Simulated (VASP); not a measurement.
WSe2, 3 atoms in the cell. The cell holds a slab with vacuum, 3 atoms: a = 3.377 Å, b = 3.377 Å, c = 16.660 Å, α = 90.00°, β = 90.00°, γ = 120.00°. 

```yaml
Program: VASP 6.6.1
Task: single point
Functional: LDA
Potentials_or_basis: VASP PAW LDA potentials, release 64 (W_sv, Se)
Cutoff: 500 eV
k_mesh: 9 × 9 × 2
Occupations: gaussian, width 0.05 eV
Spin: no spin polarisation
Dipole_correction: no
Further_INCAR_settings: ALGO = Normal; EDIFF = 1e-06; NBANDS = 20
```

Potentials or basis: VASP PAW LDA potentials, release 64 (W_sv, Se).

Command:

```sh
$ cat potpaw_LDA.64/W_sv/POTCAR potpaw_LDA.64/Se/POTCAR > POTCAR
$ mpirun -np 1 vasp_std > vasp.out
```

Hardware: 1 thread of Intel(R) Xeon(R) Platinum 8488C (Sapphire Rapids), on a shared host.

Question: How long does it take, and how much memory?

Answer: Wall time 88 s on 1 thread of Intel(R) Xeon(R) Platinum 8488C (Sapphire Rapids), with other jobs on the host, peak memory 0.27 GiB. Counts: scf iterations 21, k points 24.
